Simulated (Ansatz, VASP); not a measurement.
## Zr2TeSe in VASP and in Ansatz

```
Zr Te Se
1.0
     2.01210    1.16169    6.62656
    -2.01210    1.16169    6.62656
     0.00000   -2.32337    6.62656
Zr Te Se
2 1 1
Cartesian
  0.0000 0.0000 14.5183
  0.0000 0.0000 5.3614
  0.0000 0.0000 9.9398
  0.0000 0.0000 0.0000
```

Change from the starting cell: species swapped into the PrTlSe2 type (R-3m, No. 166).

Alike in both runs: functional PBE; k mesh 12 × 12 × 12; occupations gaussian, width 0.1 eV; no spin polarisation.

Ansatz relaxed the structure, and its values are those at the end. VASP's run is a single point on that final structure, the one shown.

|  | VASP | Ansatz |
| --- | --- | --- |
| version | VASP 6.6.1 | Ansatz 0.2.0 |
| potentials or method | VASP PAW PBE potentials, release 64 (Zr_sv, Te, Se), cutoff 520 eV | scalar-relativistic, plane waves, PAW |
| valence electrons in the cell | 36 | 56 |

Ansatz gave:

| Quantity | Value |
| --- | --- |
| gap on the k mesh at the Fermi level (eV) | none |
| pressure (GPa) | 0.0 |
| rms of the force components (eV/Å) | 0.003 |

Question: Which values does VASP return?

Answer: gap on the k mesh at the Fermi level (eV): none; pressure (GPa): 0.1; rms of the force components (eV/Å): 0.008.

A gap of «none» marks a metal or a gap that the smearing closes. With one functional, cell and mesh, what is left measures potentials, basis and numerics. VASP's potentials hold 36 valence electrons a cell and Ansatz's 56, so a difference there can come from the potentials and not from the codes.

Spin-orbit coupling is off throughout.
